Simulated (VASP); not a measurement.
# Au in VASP: a series of runs, part 2 of 2

VASP 6.6.1. Earlier steps stand in the parts before.

## (5) Single point, PBE (uniaxial strain along c: -2.0 %, then relaxed in part)

INCAR

```
SYSTEM = Au
PREC = Accurate ; ENCUT = 520
EDIFF = 1E-6 ; ISMEAR = 0
SIGMA = 0.1 ; LREAL = .False.
LASPH = .True. ; NELM = 60
ALGO = Fast ; ISIF = 2
LWAVE = .False. ; LCHARG = .False.
GGA = PE ; NBANDS = 18
```

KPOINTS

```
Automatic mesh
0
Gamma
  12 12 12
  0 0 0
```

POSCAR

```
Au
1.0
    3.3364006346      0.0000000000      0.0000000000
    0.0000000000      3.3364006346      0.0000000000
    0.0000000000      0.0000000000      3.2352828575
Au
2
Direct
    0.0000000000      0.0000000000      0.0000000000
    0.5000000000      0.5000000000      0.5000000000
```

Potentials or basis: VASP PAW PBE potentials, release 64 (Au).

The run is started by

```console
$ cat potpaw_PBE.64/Au/POTCAR > POTCAR
$ mpirun -np 1 vasp_std > vasp.out
```

OUTCAR:

```text
SYSTEM = Au
   PREC = Accurate
   ENCUT = 520
   EDIFF = 1E-6
   ISMEAR = 0
   LREAL = .False.
   LASPH = .True.
   NELM = 60
   ISIF = 2
   GGA = PE

 ion  position               nearest neighbor table
   1  0.000  0.000  0.000-   2 2.86   2 2.86   2 2.86   2 2.86   2 2.86   2 2.86   2 2.86   2 2.86

   2  0.500  0.500  0.500-   1 2.86   1 2.86   1 2.86   1 2.86   1 2.86   1 2.86   1 2.86   1 2.86

  LATTYP: Found a simple tetragonal cell.
 ALAT       =     3.3364006346
 C/A-ratio  =     0.9696925555

  Lattice vectors:

 A1 = (   3.3364006346,   0.0000000000,   0.0000000000)
 A2 = (   0.0000000000,   3.3364006346,   0.0000000000)
 A3 = (   0.0000000000,   0.0000000000,   3.2352828575)

Analysis of symmetry for initial positions (statically):
=====================================================================
 Subroutine PRICEL returns following result:

  LATTYP: Found a body centered tetragonal cell.
 ALAT       =     3.3364006346
 C/A-ratio  =     0.9696925555

  Lattice vectors:

 A1 = (  -1.6682003173,  -1.6682003173,  -1.6176414288)
 A2 = (   1.6682003173,   1.6682003173,  -1.6176414288)
 A3 = (   1.6682003173,  -1.6682003173,   1.6176414288)

   2 primitive cells build up your supercell.

 Routine SETGRP: Setting up the symmetry group for a
 simple tetragonal supercell.

 Subroutine GETGRP returns: Found 16 space group operations
 (whereof 16 operations were pure point group operations)
 out of a pool of 16 trial point group operations.

The static configuration has the point symmetry D_4h.

Analysis of symmetry for dynamics (positions and initial velocities):
=====================================================================
 Subroutine PRICEL returns following result:

  LATTYP: Found a body centered tetragonal cell.
 ALAT       =     3.3364006346
 C/A-ratio  =     0.9696925555

  Lattice vectors:

 A1 = (  -1.6682003173,  -1.6682003173,  -1.6176414288)
 A2 = (   1.6682003173,   1.6682003173,  -1.6176414288)
 A3 = (   1.6682003173,  -1.6682003173,   1.6176414288)

   2 primitive cells build up your supercell.

 Routine SETGRP: Setting up the symmetry group for a
 simple tetragonal supercell.

 Subroutine GETGRP returns: Found 16 space group operations
 (whereof 16 operations were pure point group operations)
 out of a pool of 16 trial point group operations.

The dynamic configuration has the point symmetry D_4h.

 Subroutine INISYM returns: Found 16 space group operations
 (whereof 16 operations are pure point group operations),
 and found     2 'primitive' translations

----------------------------------------------------------------------------------------

                                     Primitive cell

  volume of cell :      18.0069

  direct lattice vectors                    reciprocal lattice vectors
    -1.668200317 -1.668200317 -1.617641429     0.000000000 -0.299724197 -0.309091985
     1.668200317  1.668200317 -1.617641429     0.299724197  0.000000000 -0.309091985
     1.668200317 -1.668200317  1.617641429     0.299724197 -0.299724197  0.000000000

  length of vectors
     2.860515406  2.860515406  2.860515406     0.430549009  0.430549009  0.423874024

  position of ions in fractional coordinates (direct lattice)
     0.000000000  0.000000000  0.000000000

  ion indices of the primitive-cell ions
   primitive index   ion index
[... 25 lines left out ...]

 Found    196 irreducible k-points:

 Following reciprocal coordinates:
            Coordinates               Weight
  0.000000  0.000000  0.000000      1.000000
  0.083333  0.000000  0.000000      4.000000
  0.166667  0.000000  0.000000      4.000000
  0.250000  0.000000  0.000000      4.000000
  0.333333  0.000000  0.000000      4.000000
  0.416667  0.000000  0.000000      4.000000
[... 16 lines left out ...]
  0.333333  0.333333  0.000000      4.000000
  0.416667  0.333333  0.000000      8.000000
 [... further k-points ...]
   k-points           NKPTS =    196   k-points in BZ     NKDIM =    196   number of bands    NBANDS=     18
   number of dos      NEDOS =    301   number of ions     NIONS =      2
   total plane-waves  NPLWV =  18816
   dimension x,y,z NGX =    28 NGY =   28 NGZ =   24
   dimension x,y,z NGXF=    56 NGYF=   56 NGZF=   48
   ions per type =               2
   NGX,Y,Z   is equivalent  to a cutoff of  13.95, 13.95, 12.33 a.u.
   NGXF,Y,Z  is equivalent  to a cutoff of  27.90, 27.90, 24.66 a.u.
 SYSTEM =  Au
   PREC   = accura    normal or accurate (medium, high low for compatibility)
   ISTART =      0    job   : 0-new  1-cont  2-samecut
   ICHARG =      2    charge: 1-file 2-atom 10-const
   ISPIN  =      1    spin polarized calculation?
   LNONCOLLINEAR =      F non collinear calculations
   LSORBIT =      F    spin-orbit coupling
   LASPH  =      T    aspherical Exc in radial PAW
   ENCUT  =  520.0 eV  38.22 Ry    6.18 a.u.   6.20  6.20  6.02*2*pi/ulx,y,z
   NELM   =     60;   NELMIN=  2; NELMDL= -5     # of ELM steps
   EDIFF  = 0.1E-05   stopping-criterion for ELM
   LREAL  =      F    real-space projection
   EDIFFG = 0.1E-04   stopping-criterion for IOM
   NSW    =      0    number of steps for IOM
   IBRION =     -1    ionic relax: 0-MD 1-quasi-New 2-CG
   NFREE  =      0    steps in history (QN), initial steepest desc. (CG)
   ISIF   =      2    stress and relaxation
   ISYM   =      2    0-nonsym 1-usesym 2-fastsym
   POTIM  = 0.5000    time-step for ionic-motion
   TEBEG  =    0.0;   TEEND  =   0.0 temperature during run
   PSTRESS=    0.0 pullay stress
   NELECT =      22.0000    total number of electrons
   NUPDOWN=      -1.0000    fix difference up-down
   EMIN   =  10.00;   EMAX   =-10.00  energy-range for DOS
   EFERMI =   0.00;   METHOD = LEGACY
   ISMEAR =     0;   SIGMA  =   0.10  broadening in eV -4-tet -1-fermi 0-gaus
   EFERMI_NEDOS =   21; number of points for ismear=-14 and -15
   IALGO  =     68    algorithm
   IMIX   =      4    mixing-type and parameters
     AMIX     =   0.40;   BMIX     =  1.00
     AMIX_MAG =   1.60;   BMIX_MAG =  1.00
  volume/ion in A,a.u.               =      18.01       121.52
  Fermi-wavevector in a.u.,A,eV,Ry     =   1.389077  2.624974 26.252899  1.929534
  Thomas-Fermi vector in A             =   2.513142
   LORBIT       =      0    0 simple, 1 ext, 2 COOP (PROOUT), +10 PAW based schemes
   GGA     = PE    functional components
   LHFCALC =     F    Hartree Fock is set to
   AEXX    =    0.0000 exact exchange contribution
   IVDW    =     0    specifies the selected vdW correction
   LEPSILON=     F    determine dielectric tensor
   LRPA    =     F    only Hartree local field effects (RPA)
 non-spin polarized calculation
 RMM-DIIS sequential band-by-band and
 Gauss-broadening in eV      SIGMA  =   0.10
  energy-cutoff  :      520.00
  volume of cell :       36.01
 maximum number of plane-waves:       992
 NGX is ok and might be reduce to    28
   NGX = 13   NGY = 13   NGZ = 13

 number of electron      22.0000003 magnetization

 Free energy of the ion-electron system (eV)
  ---------------------------------------------------
  ext. energy  EPLUGINS =         0.00000000
  ---------------------------------------------------
  free energy    TOTEN  =        -6.40467622 eV

  energy without entropy =       -6.40197522  energy(sigma->0) =       -6.40332572

 E-fermi :   8.6630     XC(G=0): -12.3908

 val. band max:        8.6515656976   @ k =   0.5000   0.0833   0.4167
 cond. band min:       8.6875210407   @ k =   0.4167   0.0833   0.5000
 fundamental gap:      0.0359553431
 Fermi energy:         8.6629832702

 k-point     1 :       0.0000    0.0000    0.0000
  band No.  band energies     occupation
      1      -0.6940      2.00000
      2       2.2276      2.00000
      3       2.2366      2.00000
      4       3.8848      2.00000
      5       4.0750      2.00000
      6       4.0750      2.00000
[... 481 lines left out ...]
      5       4.6991      2.00000
      6       5.1640      2.00000
[... 10 lines left out ...]
     17      21.9209      0.00000
     18      23.6817      0.00000

 [... further k-points ...]

------------------------ aborting loop because EDIFF is reached ----------------------------------------

  FORCE on cell =-STRESS in cart. coord.  units (eV):
  Direction    XX          YY          ZZ          XY          YZ          ZX
  --------------------------------------------------------------------------------------
  -------------------------------------------------------------------------------------
  Total       -0.0326310     -0.0326310      0.0319153      0.0000000      0.0000000     -0.0000000
  in kB       -1.4516865     -1.4516865      1.4198449      0.0000000      0.0000000     -0.0000000
  external PRESSURE =      -0.4945094 kB  Pullay stress =       0.0000000 kB

 VOLUME and BASIS-vectors are now :
 -----------------------------------------------------------------------------
  energy-cutoff  :      520.00
  volume of cell :       36.01
      direct lattice vectors                 reciprocal lattice vectors
     3.336400635  0.000000000  0.000000000     0.299724197  0.000000000  0.000000000
     0.000000000  3.336400635  0.000000000     0.000000000  0.299724197  0.000000000
     0.000000000  0.000000000  3.235282858     0.000000000  0.000000000  0.309091985

 POSITION                                       TOTAL-FORCE (eV/Angst)
 -----------------------------------------------------------------------------------
      0.00000      0.00000      0.00000        -0.000000     -0.000000     -0.000000
      1.66820      1.66820      1.61764         0.000000      0.000000      0.000000
 -----------------------------------------------------------------------------------
    total drift:                                0.000000      0.000000      0.000000

  FREE ENERGIE OF THE ION-ELECTRON SYSTEM (eV)
  ---------------------------------------------------
  free  energy   TOTEN  =        -6.4046762240 eV

  energy  without entropy=       -6.4019752176  energy(sigma->0) =       -6.40332572
```

It took 38 s on 1 thread of AMD EPYC 9R45 (Zen 5), shared host; peak memory 0.19 GiB.

What came out:

```
Free energy            : -6.4047 eV
Pressure               : 0.0 GPa
Band gap on the k mesh : zero (band 11 reaches 11.47 eV, above the bottom of band 12 at 6.58 eV)
```

Caveat: the cell differs from its parent crystal (uniaxial strain along c: -2.0 %, then relaxed in part); spin-orbit coupling is left out, which moves the levels of the heavy elements.

## (6) Single point, PBE (uniaxial strain along c: +2.0 %, then relaxed in part)

INCAR

```
SYSTEM = Au
  PREC = Accurate
  ENCUT = 520
  EDIFF = 1E-7
  ISMEAR = 0
  SIGMA = 0.1
  LREAL = .False.
  LASPH = .True.
  NELM = 80
  ALGO = Normal
  ISIF = 2
  LWAVE = .False.
  LCHARG = .False.
  GGA = PE
  NBANDS = 18
```

KPOINTS

```
regular mesh
0
Gamma
  12 12 12
  0 0 0
```

POSCAR

```
Au
1.0
    3.2706125879      0.0000000000      0.0000000000
    0.0000000000      3.2706125879      0.0000000000
    0.0000000000      0.0000000000      3.3673352191
Au
2
Direct
    0.0000000000      0.0000000000      0.0000000000
    0.5000000000      0.5000000000      0.5000000000
```

Potentials or basis: VASP PAW PBE potentials, release 64 (Au).

The run is started by

```console
$ cat potpaw_PBE.64/Au/POTCAR > POTCAR
$ mpirun -np 1 vasp_std > vasp.out
```

It took 31 s on 1 thread of AMD EPYC 9R45 (Zen 5), shared host; peak memory 0.19 GiB.

Results (log left out):

```
Free energy            : -6.4053 eV
Pressure               : -0.2 GPa
Band gap on the k mesh : zero (band 11 reaches 11.50 eV, above the bottom of band 12 at 6.47 eV)
```

Stress tensor (GPa, compression positive):
```
-0.24  0.00  0.00
 0.00 -0.24  0.00
 0.00  0.00  0.00
```

Levels at points of the mesh, in eV from the Fermi level:
```
           k point  band 7  band 8  band 9  band 10  band 11  band 12  band 13  band 14  band 15  band 16
(0.00, 0.00, 0.00)   -2.98   -2.78   -1.86    -1.80    -1.80     5.65     6.46     6.46     8.99    15.11
(0.50, 0.00, 0.00)   -4.01   -4.01   -3.36    -3.36    -1.85    -1.85    12.09    12.09    12.90    12.90
(0.50, 0.50, 0.00)   -2.63   -2.63   -1.45    -1.45    -0.35    -0.35     3.35     3.35    12.01    12.01
(0.00, 0.00, 0.50)   -3.99   -3.99   -3.30    -3.30    -2.18    -2.18    12.54    12.54    13.33    13.33
(0.50, 0.00, 0.50)   -2.70   -2.70   -1.49    -1.49    -0.51    -0.51     3.12     3.12    12.43    12.43
(0.50, 0.50, 0.50)   -2.72   -2.72   -2.60    -2.60     2.67     2.67     6.84     6.84     6.84     6.84
```

Caveat: the cell differs from its parent crystal (uniaxial strain along c: +2.0 %, then relaxed in part); spin-orbit coupling is left out, which moves the levels of the heavy elements.

## (7) Summary

```csv
cell,gap on the mesh (eV),pressure (GPa)
"a = 3.301 Å, 2 atoms",none,0.0
"a = 3.334, b = 3.334, c = 3.169 Å, 2 atoms",none,3.1
"a = 3.318, b = 3.318, c = 3.235 Å, 2 atoms",none,1.4
"a = 3.336, b = 3.336, c = 3.235 Å, 2 atoms",none,0.0
"a = 3.271, b = 3.271, c = 3.367 Å, 2 atoms",none,-0.2
```

Alike in all rows: task single point; level PBE; potentials or basis VASP PAW PBE potentials, release 64 (Au); no spin polarisation; k mesh 12 × 12 × 12; cutoff (eV) 520; smearing gaussian 0.1 eV.

Caveats: spin-orbit coupling is left out, which moves the levels of the heavy elements.

Total energies depend on the potentials used, so only differences within one code and one set of settings carry meaning.
